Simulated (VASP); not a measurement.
CdSe, 4 atoms in the cell. Symmetry: P6_3/mmc, No. 194, hexagonal system. Conventional cell: a = 4.019 Å, b = 4.019 Å, c = 6.659 Å, α = 90.00°, β = 90.00°, γ = 120.00°. Within 3.8 Å of Cd (site symmetry -3m) lie 6 Se at 2.86 Å and 2 Cd at 3.33 Å. Se (site symmetry -6m2) has 6 Cd at 2.86 Å within 3.8 Å. 

```yaml
Program: VASP 6.6.1
Task: single point
Functional: PBE
Potentials_or_basis: VASP PAW PBE potentials, release 64 (Cd, Se)
Cutoff: 520 eV
k_mesh: 6 × 6 × 4
Occupations: fermi-dirac, width 0.02 eV
Spin: no spin polarisation
Dipole_correction: no
Further_INCAR_settings: ALGO = Normal; EDIFF = 1e-07; NBANDS = 26
```

Potentials or basis: VASP PAW PBE potentials, release 64 (Cd, Se).

Launch:

```console
$ cat potpaw_PBE.64/Cd/POTCAR potpaw_PBE.64/Se/POTCAR > POTCAR
$ mpirun -np 1 vasp_std > vasp.out
```

Hardware: 1 thread of Intel(R) Xeon(R) Platinum 8559C (Emerald Rapids), on a shared host.

How long does it take, and how much memory?

Run time: 26 s on 1 thread of Intel(R) Xeon(R) Platinum 8559C (Emerald Rapids) (shared host), peak memory 0.21 GiB. Counts: scf iterations 14, k points 21.
